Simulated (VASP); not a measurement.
Set up this calculation in VASP 6.6.1, as the native input.

| Quantity | Value |
| --- | --- |
| Task | single point |
| Functional | PBE |
| Potentials or basis | VASP PAW PBE potentials, release 64 (Al, Ni) |
| Cutoff | 520 eV |
| k mesh | 20 × 20 × 20 |
| Occupations | gaussian, width 0.15 eV |
| Spin | no spin polarisation |
| Dipole correction | no |
| Further INCAR settings | ALGO = Fast; EDIFF = 1e-06; NBANDS = 14 |

The structure of AlNi lies in POSCAR:

```
AlNi
1.0
    2.0530238560     -2.0530238560      0.0000000000
    2.0530238560      2.0530238560      0.0000000000
    0.0000000000      0.0000000000      2.9011416498
Al Ni
1 1
Direct
    0.0000000000      0.0000000000      0.0000000000
    0.5000000000      0.5000000000      0.5000000000
```

This cell differs from its parent crystal: strain +0.0050 x Voigt [1, 1, 0, 0, 0, 0].

The input as run:

INCAR

```
SYSTEM = AlNi
PREC = Accurate
ENCUT = 520
EDIFF = 1E-6
ISMEAR = 0
SIGMA = 0.15
LREAL = .False.
LASPH = .True.
NELM = 60
ALGO = Fast
ISIF = 2
LWAVE = .False.
LCHARG = .False.
GGA = PE
NBANDS = 14
```

KPOINTS

```
Automatic mesh
0
Gamma
  20 20 20
  0 0 0
```

Potentials or basis: VASP PAW PBE potentials, release 64 (Al, Ni).

Run with:

```console
$ cat potpaw_PBE.64/Al/POTCAR potpaw_PBE.64/Ni/POTCAR > POTCAR
$ mpirun -np 1 vasp_std > vasp.out
```

It gave:

| Item | Value |
| --- | --- |
| Pressure | -1.7 GPa |

Caveat: the cell differs from its parent crystal (strain +0.0050 x Voigt [1, 1, 0, 0, 0, 0]).

It took 100 s on 1 thread of Intel(R) Xeon(R) Platinum 8488C (Sapphire Rapids), with other jobs on the host, peak memory 0.35 GiB.
